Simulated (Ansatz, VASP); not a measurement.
## Two plane-wave programs on Nb

Contents of INCAR:

```
SYSTEM = Nb
PREC = Accurate
ENCUT = 520
EDIFF = 1E-6
ISMEAR = 0
SIGMA = 0.1
LREAL = .False.
LASPH = .True.
NELM = 80
ALGO = Fast
ISIF = 2
LWAVE = .False.
LCHARG = .False.
GGA = PS
NBANDS = 12
```

The input KPOINTS:

```
Automatic mesh
0
Gamma
  18 18 18
  0 0 0
```

Contents of POSCAR:

```
Nb
1.0
   -1.6890396872      1.6890396872      1.6890396872
    1.6890396872     -1.6890396872      1.6890396872
    1.6890396872      1.6890396872     -1.6890396872
Nb
1
Direct
    0.0000000000      0.0000000000      0.0000000000
```

Input for Ansatz:

```yaml
crystal:
  lattice:
    - [-1.6890396871, 1.6890396871, 1.6890396871]
    - [1.6890396871, -1.6890396871, 1.6890396871]
    - [1.6890396871, 1.6890396871, -1.6890396871]
  atoms:
    - { symbol: Nb, position: [0.0, 0.0, 0.0] }
basis:
  ecutwfc: 420
kpoints:
  mp_grid: { grid: [18, 18, 18] }
hamiltonian:
  xc: pbesol
scf:
  occupations: { method: gaussian, width: 0.1 }
output:
  forces: true
  stress: true
  eigenvalues: true
```

Alike in both runs: task single point; functional PBEsol; k mesh 18 × 18 × 18; occupations gaussian, width 0.1 eV; no spin polarisation.

|  | VASP | Ansatz |
| --- | --- | --- |
| version | VASP 6.6.1 | Ansatz 0.2.0 |
| potentials or method | VASP PAW PBE potentials, release 64 (Nb_sv), cutoff 520 eV | scalar-relativistic, plane waves, PAW |
| valence electrons in the cell | 13 | 13 |

VASP gave:

```
gap on the k mesh at the Fermi level (eV) : none
pressure (GPa)                            : -14.7
```

Q: Which values does Ansatz return?

A: gap on the k mesh at the Fermi level (eV): none; pressure (GPa): -14.5.

VASP's potentials were made for PBE, not for PBEsol. A gap of «none» marks a metal or a gap that the smearing closes.
